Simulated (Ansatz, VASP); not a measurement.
# MgB: VASP beside Ansatz

```
CELL_PARAMETERS angstrom
1.72039 2.97980 0.00000
-1.72039 2.97980 0.00000
0.00000 0.00000 4.15804
ATOMIC_POSITIONS crystal
Mg 0.33330 0.33340 0.25000
Mg 0.66660 0.66670 0.75000
B 0.00000 0.00000 0.00000
B 0.00000 0.00000 0.50000
```

Alike in both runs: task single point; functional PBE; k mesh 9 × 9 × 6; no spin polarisation.

```csv
,VASP,Ansatz
version,VASP 6.6.1,Ansatz 0.2.0
potentials or method,"VASP PAW PBE potentials, release 64 (Mg, B), cutoff 520 eV",PAW plane waves
occupations,"methfessel-paxton of order 1, width 0.0555 eV","cold, width 0.0555 eV"
valence electrons in the cell,10,26
```

|  | VASP | Ansatz | Ansatz less VASP |
| --- | --- | --- | --- |
| pressure (GPa) | 26.7 | 26.5 | -0.18 |
| traceless stress, the component that is largest in VASP (GPa) | -32.93 | -32.69 | +0.243 |

VASP's potentials hold 10 valence electrons a cell and Ansatz's 26, so a difference there can come from the potentials and not from the codes. Ansatz's warnings: structure snapped to symmetry.
